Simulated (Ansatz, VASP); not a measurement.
## Ba3Rh: VASP beside Ansatz

```
Ba Rh
1.0
     5.28145    0.00000    0.00000
     0.00000    5.28145    0.00000
     0.00000    0.00000    5.28145
Ba Rh
3 1
Direct
  0.00000 0.50000 0.50000
  0.50000 0.00000 0.50000
  0.50000 0.50000 0.00000
  0.00000 0.00000 0.00000
```

Alike in both runs: task relaxation of cell and atoms; functional PBE; k mesh 10 × 10 × 10; occupations gaussian, width 0.1 eV; no spin polarisation.

```csv
,VASP,Ansatz
version,VASP 6.6.1,Ansatz 0.2.0
potentials or method,"VASP PAW PBE potentials, release 64 (Ba_sv, Rh_pv), cutoff 600 eV","scalar-relativistic, plane waves, PAW"
valence electrons in the cell,45,47
```

VASP gave:

* gap on the k mesh at the Fermi level, each at its own relaxed structure (eV): none
* relaxed volume (Å³/atom): 37.98
* relaxed cell length with the largest relative difference (Å): 5.336

Task: Which values does Ansatz return?

Result: gap on the k mesh at the Fermi level, each at its own relaxed structure (eV): none; relaxed volume (Å³/atom): 36.78; relaxed cell length with the largest relative difference (Å): 5.279.

A gap of «none» marks a metal or a gap that the smearing closes. VASP's potentials hold 45 valence electrons a cell and Ansatz's 47, so a difference there can come from the potentials and not from the codes.

Neither program's run includes spin-orbit coupling.
